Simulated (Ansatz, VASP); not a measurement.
# Two plane-wave programs on Be

```
Be
1.0
     2.32236    0.00000    0.00000
    -1.16118    2.01123    0.00000
     0.00000    0.00000    3.63172
Be
2
Direct
  0.33333 0.66667 0.25000
  0.66666 0.33333 0.75000
```

Alike in both runs: task single point; functional PBEsol; k mesh 9 × 9 × 5; occupations gaussian, width 0.0413 eV; no spin polarisation.

|  | VASP | Ansatz |
| --- | --- | --- |
| version | VASP 6.6.1 | Ansatz 0.2.0 |
| potentials or method | VASP PAW PBE potentials, release 64 (Be), cutoff 520 eV | PAW plane waves |
| valence electrons in the cell | 4 | 4 |

|  | VASP | Ansatz | Ansatz less VASP |
| --- | --- | --- | --- |
| gap on the k mesh at the Fermi level (eV) | none | none | - |
| pressure (GPa) | -8.3 | -8.6 | -0.30 |
| traceless stress, the component that is largest in VASP (GPa) | -1.78 | -1.83 | -0.046 |

VASP's potentials were made for PBE, not for PBEsol. A gap of «none» marks a metal or a gap that the smearing closes. Ansatz's warnings: structure snapped to symmetry.
